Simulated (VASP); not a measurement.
## Mg: single point with PBE

Mg, a sheet with vacuum:

```
Mg
1.0
     3.05583    0.00000    0.00000
    -1.52792    2.64643    0.00000
     0.00000    0.00000   23.80000
Mg
1
Direct
  0.00000 0.00000 0.29412
```

* Program: VASP 6.6.1
* Task: single point
* Functional: PBE
* Potentials or basis: VASP PAW PBE potentials, release 64 (Mg)
* Cutoff: 520 eV
* k mesh: 24 × 24 × 1
* Occupations: gaussian, width 0.1 eV
* Spin: no spin polarisation
* Dipole correction: yes
* Further INCAR settings: ALGO = Normal; EDIFF = 1e-07; NBANDS = 7

| Item | Value |
| --- | --- |
| Band gap on the k mesh | zero (band 1 reaches -1.46 eV, above the bottom of band 2 at -3.31 eV) |

Levels at points of the mesh, in eV from the Fermi level:
```tsv
k point	band 1	band 2	band 3	band 4	band 5	band 6
(0.00, 0.00, 0.00)	-5.10	-0.54	2.59	3.44	3.67	4.50
(0.50, 0.00, 0.00)	-0.31	0.62	4.50	4.72	7.80	7.94
```

Run time: 2.5 min on 1 thread of AMD EPYC 7R43 64-Core Processor (Zen 3), with other jobs on the host, peak memory 0.29 GiB.
